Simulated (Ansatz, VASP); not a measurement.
**TaAlMo3 in VASP and in Ansatz**

```
Ta Al Mo
1.0
     5.27793    0.00000    0.00000
    -2.63897    4.57082    0.00000
     0.00000    0.00000    5.28330
Ta Al Mo
1 1 3
Direct
  0.00000 0.00000 0.50000
  0.00000 0.00000 0.00000
  0.50000 0.00000 0.50000
  0.00000 0.50000 0.50000
  0.50000 0.50000 0.50000
```

Alike in both runs: task single point; functional PBE; k mesh 6 × 6 × 4; occupations gaussian, width 0.1 eV; collinear spin.

```csv
,VASP,Ansatz
version,VASP 6.6.1,Ansatz 0.2.0
potentials or method,"VASP PAW PBE potentials, release 64 (Ta_pv, Al, Mo_sv), cutoff 500 eV","scalar-relativistic, plane waves, PAW"
valence electrons in the cell,56,58
```

VASP gave:

| Property | Result |
| --- | --- |
| gap on the k mesh at the Fermi level (eV) | none |
| pressure (GPa) | 0.2 |
| traceless stress, the component that is largest in VASP (GPa) | -0.23 |
| net moment per atom (μB) | 0.00 |

**Question.** Which values does Ansatz return?

**Answer.** gap on the k mesh at the Fermi level (eV): none; pressure (GPa): 0.0; traceless stress, the component that is largest in VASP (GPa): -0.03; net moment per atom (μB): 0.00.

A gap of «none» marks a metal or a gap that the smearing closes. The functional is the same, so the differences come from potentials, cutoffs and numerics. VASP's potentials hold 56 valence electrons a cell and Ansatz's 58, so a difference there can come from the potentials and not from the codes. Ansatz's warnings: seeded moment not kept.

Spin-orbit coupling is off throughout.
